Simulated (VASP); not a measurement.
A run of VASP 6.6.1 is set up as follows.

File INCAR:

```
PREC = Accurate
ENCUT = 520
EDIFF = 1E-7
ISMEAR = 0
SIGMA = 0.15
LREAL = False
LASPH = True
NELM = 100
ALGO = Fast
ISIF = 2
LWAVE = False
LCHARG = True
GGA = PS
LELF = True
LVHAR = True
NBANDS = 34
```

Contents of KPOINTS:

```
Automatic mesh
0
Gamma
  12 12 8
```

POSCAR

```
Sc2Al
1.0
    4.7296264979      0.0000000000      0.0000000000
   -2.3648132490      4.0959766976      0.0000000000
    0.0000000000      0.0000000000      6.0854513202
Sc Al
4 2
Direct
    0.0000000000      0.0000000000      0.0000000000
    0.0000000000      0.0000000000      0.5000000000
    0.3333333333      0.6666666667      0.7500000000
    0.6666666667      0.3333333333      0.2500000000
    0.3333333333      0.6666666667      0.2500000000
    0.6666666667      0.3333333333      0.7500000000
```

Potentials or basis: VASP PAW PBE potentials, release 64 (Sc_sv, Al).

The run is started by

```console
$ cat potpaw_PBE.64/Sc_sv/POTCAR potpaw_PBE.64/Al/POTCAR > POTCAR
$ mpirun -np 1 vasp_std > vasp.out
```

Predict the band gap on the k mesh.

zero (bands 25 and 26 overlap by 0.83 eV).

Estimate the pressure.

4.5 GPa.

Stress tensor (GPa, compression positive):
```
5.81 0.00 0.00
0.00 5.81 0.00
0.00 0.00 1.85
```

Caveat: the cell differs from its parent crystal (strain -0.025 along x and y, +0.000 along z); the cell stands under pressure; the PAW data sets were made with another functional, which shifts forces and pressure a little.
